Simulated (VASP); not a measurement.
# Cr (Im-3m) in VASP: single point with PBE

Aim: the single point of Cr with PBE.

All numbers are computed with VASP 6.6.1; they aren't measurements. Logs are shortened: lines on timing, memory, paths and dates and some standing lists are left out, and cuts for length are marked.

## 1. The cell of the first run

The structure is cubic, space group Im-3m (No. 229). Conventional cell: a = 2.848 Å, b = 2.848 Å, c = 2.848 Å, α = 90.00°, β = 90.00°, γ = 90.00°. Within 3.3 Å of Cr (site symmetry m-3m) lie 14 Cr at 2.47 to 2.85 Å.

## 2. Single point, PBE

INCAR

```
SYSTEM = Cr
PREC = Accurate
ENCUT = 700
EDIFF = 1E-6
ISMEAR = 0
SIGMA = 0.1
LREAL = .False.
LASPH = .True.
NELM = 120
ALGO = Normal
ISIF = 2
LWAVE = .False.
LCHARG = .False.
GGA = PE
NBANDS = 13
GGA_COMPAT = .False.
```

KPOINTS

```
Automatic mesh
0
Gamma
  20 20 20
  0 0 0
```

POSCAR

```
Cr
1.0
   -1.4238877458      1.4238877458      1.4238877458
    1.4238877458     -1.4238877458      1.4238877458
    1.4238877458      1.4238877458     -1.4238877458
Cr
1
Direct
    0.0000000000      0.0000000000      0.0000000000
```

Potentials or basis: VASP PAW PBE potentials, release 64 (Cr_sv).

Command:

```bash
$ cat potpaw_PBE.64/Cr_sv/POTCAR > POTCAR
$ mpirun -np 1 vasp_std > vasp.out
```

OUTCAR:

```text
SYSTEM = Cr
   PREC = Accurate
   ENCUT = 700
   EDIFF = 1E-6
   ISMEAR = 0
   LREAL = .False.
   LASPH = .True.
   NELM = 120
   ISIF = 2
   GGA = PE

 ion  position               nearest neighbor table
   1  0.000  0.000  0.000-

  LATTYP: Found a body centered cubic cell.
 ALAT       =     2.8477754916

  Lattice vectors:

 A1 = (  -1.4238877458,   1.4238877458,   1.4238877458)
 A2 = (   1.4238877458,  -1.4238877458,   1.4238877458)
 A3 = (   1.4238877458,   1.4238877458,  -1.4238877458)

Analysis of symmetry for initial positions (statically):
=====================================================================
 Subroutine PRICEL returns:
 Original cell was already a primitive cell.

 Routine SETGRP: Setting up the symmetry group for a
 body centered cubic supercell.

 Subroutine GETGRP returns: Found 48 space group operations
 (whereof 48 operations were pure point group operations)
 out of a pool of 48 trial point group operations.

The static configuration has the point symmetry O_h .

Analysis of symmetry for dynamics (positions and initial velocities):
=====================================================================
 Subroutine PRICEL returns:
 Original cell was already a primitive cell.

 Routine SETGRP: Setting up the symmetry group for a
 body centered cubic supercell.

 Subroutine GETGRP returns: Found 48 space group operations
 (whereof 48 operations were pure point group operations)
 out of a pool of 48 trial point group operations.

The dynamic configuration has the point symmetry O_h .

 Subroutine INISYM returns: Found 48 space group operations
 (whereof 48 operations are pure point group operations),
 and found     1 'primitive' translations

----------------------------------------------------------------------------------------

                                     Primitive cell

  volume of cell :      11.5475

  direct lattice vectors                    reciprocal lattice vectors
    -1.423887746  1.423887746  1.423887746     0.000000000  0.351151277  0.351151277
     1.423887746 -1.423887746  1.423887746     0.351151277  0.000000000  0.351151277
     1.423887746  1.423887746 -1.423887746     0.351151277  0.351151277  0.000000000

  length of vectors
     2.466245920  2.466245920  2.466245920     0.496602898  0.496602898  0.496602898

  position of ions in fractional coordinates (direct lattice)
     0.000000000  0.000000000  0.000000000

  ion indices of the primitive-cell ions
   primitive index   ion index
                 1           1

----------------------------------------------------------------------------------------

 KPOINTS: Automatic mesh

Automatic generation of k-mesh.
 Grid dimensions read from file:
 generate k-points for:   20   20   20

 Generating k-lattice:

  Cartesian coordinates                     Fractional coordinates (reciprocal lattice)
     0.000000000  0.017557564  0.017557564     0.050000000  0.000000000  0.000000000
     0.017557564  0.000000000  0.017557564     0.000000000  0.050000000  0.000000000
     0.017557564  0.017557564  0.000000000     0.000000000  0.000000000  0.050000000

  Length of vectors
     0.024830145  0.024830145  0.024830145

  Shift w.r.t. Gamma in fractional coordinates (k-lattice)
     0.000000000  0.000000000  0.000000000

 Subroutine IBZKPT returns following result:
 ===========================================

 Found    256 irreducible k-points:

 Following reciprocal coordinates:
            Coordinates               Weight
  0.000000  0.000000  0.000000      1.000000
  0.050000  0.000000  0.000000     12.000000
  0.100000  0.000000  0.000000     12.000000
  0.150000  0.000000  0.000000     12.000000
  0.200000  0.000000  0.000000     12.000000
  0.250000  0.000000  0.000000     12.000000
[... 16 lines left out ...]
  0.200000  0.100000  0.000000     48.000000
  0.250000  0.100000 -0.000000     48.000000
 [... further k-points ...]
   k-points           NKPTS =    256   k-points in BZ     NKDIM =    256   number of bands    NBANDS=     13
   number of dos      NEDOS =    301   number of ions     NIONS =      1
   total plane-waves  NPLWV =  13824
   dimension x,y,z NGX =    24 NGY =   24 NGZ =   24
   dimension x,y,z NGXF=    48 NGYF=   48 NGZF=   48
   ions per type =               1
   NGX,Y,Z   is equivalent  to a cutoff of  16.18, 16.18, 16.18 a.u.
   NGXF,Y,Z  is equivalent  to a cutoff of  32.36, 32.36, 32.36 a.u.
 SYSTEM =  Cr
   PREC   = accura    normal or accurate (medium, high low for compatibility)
   ISTART =      0    job   : 0-new  1-cont  2-samecut
   ICHARG =      2    charge: 1-file 2-atom 10-const
   ISPIN  =      1    spin polarized calculation?
   LNONCOLLINEAR =      F non collinear calculations
   LSORBIT =      F    spin-orbit coupling
   LASPH  =      T    aspherical Exc in radial PAW
   ENCUT  =  700.0 eV  51.45 Ry    7.17 a.u.   5.32  5.32  5.32*2*pi/ulx,y,z
   NELM   =    120;   NELMIN=  2; NELMDL= -5     # of ELM steps
   EDIFF  = 0.1E-05   stopping-criterion for ELM
   LREAL  =      F    real-space projection
   EDIFFG = 0.1E-04   stopping-criterion for IOM
   NSW    =      0    number of steps for IOM
   IBRION =     -1    ionic relax: 0-MD 1-quasi-New 2-CG
   NFREE  =      0    steps in history (QN), initial steepest desc. (CG)
   ISIF   =      2    stress and relaxation
   ISYM   =      2    0-nonsym 1-usesym 2-fastsym
   POTIM  = 0.5000    time-step for ionic-motion
   TEBEG  =    0.0;   TEEND  =   0.0 temperature during run
   PSTRESS=    0.0 pullay stress
   NELECT =      14.0000    total number of electrons
   NUPDOWN=      -1.0000    fix difference up-down
   EMIN   =  10.00;   EMAX   =-10.00  energy-range for DOS
   EFERMI =   0.00;   METHOD = LEGACY
   ISMEAR =     0;   SIGMA  =   0.10  broadening in eV -4-tet -1-fermi 0-gaus
   EFERMI_NEDOS =   21; number of points for ismear=-14 and -15
   IALGO  =     38    algorithm
   IMIX   =      4    mixing-type and parameters
     AMIX     =   0.40;   BMIX     =  1.00
     AMIX_MAG =   1.60;   BMIX_MAG =  1.00
  volume/ion in A,a.u.               =      11.55        77.93
  Fermi-wavevector in a.u.,A,eV,Ry     =   1.745642  3.298784 41.460554  3.047265
  Thomas-Fermi vector in A             =   2.817289
   LORBIT       =      0    0 simple, 1 ext, 2 COOP (PROOUT), +10 PAW based schemes
   GGA     = PE    functional components
   LHFCALC =     F    Hartree Fock is set to
   AEXX    =    0.0000 exact exchange contribution
   IVDW    =     0    specifies the selected vdW correction
   LEPSILON=     F    determine dielectric tensor
   LRPA    =     F    only Hartree local field effects (RPA)
 non-spin polarized calculation
 Gauss-broadening in eV      SIGMA  =   0.10
  energy-cutoff  :      700.00
  volume of cell :       11.55
 maximum number of plane-waves:       498
 NGX is ok and might be reduce to    24
   NGX = 11   NGY = 11   NGZ = 11

 number of electron      13.9999995 magnetization

 Free energy of the ion-electron system (eV)
  ---------------------------------------------------
  ext. energy  EPLUGINS =         0.00000000
  ---------------------------------------------------
  free energy    TOTEN  =        -9.61288269 eV

  energy without entropy =       -9.60938856  energy(sigma->0) =       -9.61113563

 E-fermi :  14.0229     XC(G=0): -13.7382

 val. band max:       14.0157043522   @ k =   0.1000   0.0500   0.0500
 cond. band min:      14.0387397835   @ k =  -0.1500   0.2000   0.1000
 fundamental gap:      0.0230354313
 Fermi energy:        14.0229357435

 k-point     1 :       0.0000    0.0000    0.0000
  band No.  band energies     occupation
      1     -57.9226      2.00000
      2     -28.6782      2.00000
      3     -28.6782      2.00000
      4     -28.6782      2.00000
      5       6.1005      2.00000
      6      13.0946      2.00000
      7      13.0946      2.00000
      8      13.0946      2.00000
      9      15.1610      0.00000
     10      15.1610      0.00000
     11      36.3712      0.00000
     12      36.3712      0.00000
     13      36.3712      0.00000

 k-point     2 :       0.0500    0.0000    0.0000
  band No.  band energies     occupation
      1     -57.9176      2.00000
      2     -28.7020      2.00000
      3     -28.6856      2.00000
      4     -28.6785      2.00000
      5       6.2100      2.00000
      6      13.0515      2.00000
      7      13.0878      2.00000
      8      13.1694      2.00000
      9      15.1118      0.00000
     10      15.1639      0.00000
     11      36.0783      0.00000
     12      36.3339      0.00000
     13      36.4381      0.00000

 k-point     3 :       0.1000    0.0000    0.0000
  band No.  band energies     occupation
      1     -57.9030      2.00000
      2     -28.7701      2.00000
      3     -28.7067      2.00000
      4     -28.6790      2.00000
      5       6.5318      2.00000
      6      12.9281      2.00000
      7      13.0574      2.00000
      8      13.3902      2.00000
      9      14.9903      0.00000
     10      15.1739      0.00000
     11      35.2662      0.00000
     12      36.1534      0.00000
     13      36.6258      0.00000

 k-point     4 :       0.1500    0.0000    0.0000
  band No.  band energies     occupation
      1     -57.8802      2.00000
      2     -28.8752      2.00000
      3     -28.7393      2.00000
      4     -28.6797      2.00000
      5       7.0422      2.00000
      6      12.7410      2.00000
      7      12.9811      2.00000
      8      13.7449      1.99992
      9      14.8645      0.00000
     10      15.1937      0.00000
     11      34.0424      0.00000
     12      35.6920      0.00000
     13      36.8980      0.00000

 k-point     5 :       0.2000    0.0000    0.0000
  band No.  band energies     occupation
      1     -57.8513      2.00000
      2     -29.0063      2.00000
      3     -28.7802      2.00000
      4     -28.6806      2.00000
      5       7.6939      2.00000
      6      12.5128      2.00000
      7      12.8597      2.00000
      8      14.2125      0.00734
      9      14.8035      0.00000
     10      15.2262      0.00000
     11      32.4994      0.00000
     12      34.9286      0.00000
     13      37.2075      0.00000
[... 257 lines left out ...]
 k-point    22 :       0.1500    0.1000    0.0000
  band No.  band energies     occupation
      1     -57.8398      2.00000
      2     -29.0496      2.00000
      3     -28.7782      2.00000
      4     -28.7078      2.00000
      5       7.9736      2.00000
      6      12.5125      2.00000
      7      12.6418      2.00000
      8      14.5025      0.00000
      9      14.6809      0.00000
     10      15.3279      0.00000
     11      32.4542      0.00000
     12      33.8793      0.00000
     13      37.5698      0.00000

 k-point    23 :       0.2000    0.1000    0.0000
  band No.  band energies     occupation
      1     -57.8092      2.00000
      2     -29.1765      2.00000
      3     -28.8280      2.00000
      4     -28.7112      2.00000
      5       8.6710      2.00000
      6      12.2699      2.00000
      7      12.5217      2.00000
      8      14.6893      0.00000
      9      15.0861      0.00000
     10      15.4097      0.00000
     11      30.8216      0.00000
     12      32.9652      0.00000
     13      37.5018      0.00000

 k-point    24 :       0.2500    0.1000   -0.0000
  band No.  band energies     occupation
      1     -57.7785      2.00000
      2     -29.3010      2.00000
      3     -28.8797      2.00000
      4     -28.7136      2.00000
      5       9.2914      2.00000
      6      12.0391      2.00000
      7      12.5496      2.00000
      8      14.7824      0.00000
      9      15.4410      0.00000
     10      15.7725      0.00000
     11      29.0133      0.00000
     12      32.1441      0.00000
     13      36.5196      0.00000

 [... further k-points ...]

------------------------ aborting loop because EDIFF is reached ----------------------------------------

  FORCE on cell =-STRESS in cart. coord.  units (eV):
  Direction    XX          YY          ZZ          XY          YZ          ZX
  --------------------------------------------------------------------------------------
  -------------------------------------------------------------------------------------
  Total       -0.0827569     -0.0827569     -0.0827569      0.0000000     -0.0000000      0.0000000
  in kB      -11.4822621    -11.4822621    -11.4822621      0.0000000     -0.0000000      0.0000000
  external PRESSURE =     -11.4822621 kB  Pullay stress =       0.0000000 kB

 VOLUME and BASIS-vectors are now :
 -----------------------------------------------------------------------------
  energy-cutoff  :      700.00
  volume of cell :       11.55
      direct lattice vectors                 reciprocal lattice vectors
    -1.423887746  1.423887746  1.423887746     0.000000000  0.351151277  0.351151277
     1.423887746 -1.423887746  1.423887746     0.351151277  0.000000000  0.351151277
     1.423887746  1.423887746 -1.423887746     0.351151277  0.351151277  0.000000000

 POSITION                                       TOTAL-FORCE (eV/Angst)
 -----------------------------------------------------------------------------------
      0.00000      0.00000      0.00000         0.000000      0.000000     -0.000000
 -----------------------------------------------------------------------------------
    total drift:                               -0.000000      0.000000     -0.000000

  FREE ENERGIE OF THE ION-ELECTRON SYSTEM (eV)
  ---------------------------------------------------
  free  energy   TOTEN  =        -9.6128826880 eV

  energy  without entropy=       -9.6093885629  energy(sigma->0) =       -9.61113563
```

Run time: 62 s. Hardware: 1 thread of AMD EPYC 7R43 (Zen 3), shared host; peak memory 0.14 GiB.

What came out:

```
Free energy            : -9.6129 eV
Pressure               : -1.1 GPa
Band gap on the k mesh : zero (bands 7 and 8 overlap by 3.37 eV)
```

Caveat: the run has no spin polarisation, though such a crystal can be magnetic. Spin polarisation is off, so any magnetic state and its effect on volume and gap are missing.

The gap in the log of VASP goes by the Fermi energy; the results here count the filled bands.